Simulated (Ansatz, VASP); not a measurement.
## Two plane-wave programs on Ge

```
CELL_PARAMETERS angstrom
3.12274 0.00000 0.00000
-1.56137 2.70437 0.00000
0.00000 0.00000 10.32028
ATOMIC_POSITIONS crystal
Ge 0.00000 0.00000 0.00000
Ge 0.00000 0.00000 0.50000
Ge 0.33333 0.66667 0.25000
Ge 0.66667 0.33333 0.75000
```

Alike in both runs: functional BLYP; k mesh 12 × 12 × 4; occupations fermi-dirac, width 0.1 eV; no spin polarisation.

Ansatz relaxed the structure, and its values are those at the end. VASP's run is a single point on that final structure, the one shown.

```csv
,VASP,Ansatz
version,VASP 6.6.1,Ansatz 0.2.0
potentials or method,"VASP PAW PBE potentials, release 64 (Ge_d), cutoff 520 eV","plane waves (420 eV) with PAW, scalar-relativistic"
valence electrons in the cell,56,56
```

Ansatz gave:

```
pressure (GPa) : 0.0
```

Q: Estimate VASP's values.

A: Pressure (GPa): 0.2.

VASP's potentials were made for PBE, not for BLYP.
